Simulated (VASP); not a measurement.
Input of a VASP 6.6.1 run:

File INCAR:

```
ALGO = Normal
DIPOL = 0.5 0.5 0.405
EDIFF = 1E-6
ENCUT = 520
GGA = PE
IDIPOL = 3
ISIF = 2
ISMEAR = 0
IVDW = 12
LASPH = T
LCHARG = F
LDIPOL = T
LREAL = F
LWAVE = F
NBANDS = 48
NELM = 100
PREC = Accurate
SIGMA = 0.05
```

KPOINTS

```
k-points
0
Gamma
  9 9 1
```

Contents of POSCAR:

```
InSe
1.0
    4.0266104808      0.0000000000      0.0000000000
   -2.0133052404      3.4871469675      0.0000000000
    0.0000000000      0.0000000000     28.2707100106
Se In
4 4
Direct
    0.0000000000      0.0000000000      0.1591753443
    0.0000000000      0.0000000000      0.3496677304
    0.0000000000      0.0000000000      0.4596755794
    0.0000000000      0.0000000000      0.6501679655
    0.6666666667      0.3333333333      0.2049979901
    0.6666666667      0.3333333333      0.3038451606
   -0.6666666667     -0.3333333333      0.5054982252
   -0.6666666667     -0.3333333333      0.6043453957
```

Potentials or basis: VASP PAW PBE potentials, release 64 (Se, In_d).

Launch:

```sh
$ cat potpaw_PBE.64/Se/POTCAR potpaw_PBE.64/In_d/POTCAR > POTCAR
$ mpirun -np 1 vasp_std > vasp.out
```

(1) Estimate the band gap on the k mesh.

(2) Predict the largest force.

Answers

(1) 0.85 eV (least direct gap 0.94 eV).

(2) 0.433 eV/Å.

Caveat: spin-orbit coupling is left out, which moves the levels of the heavy elements.
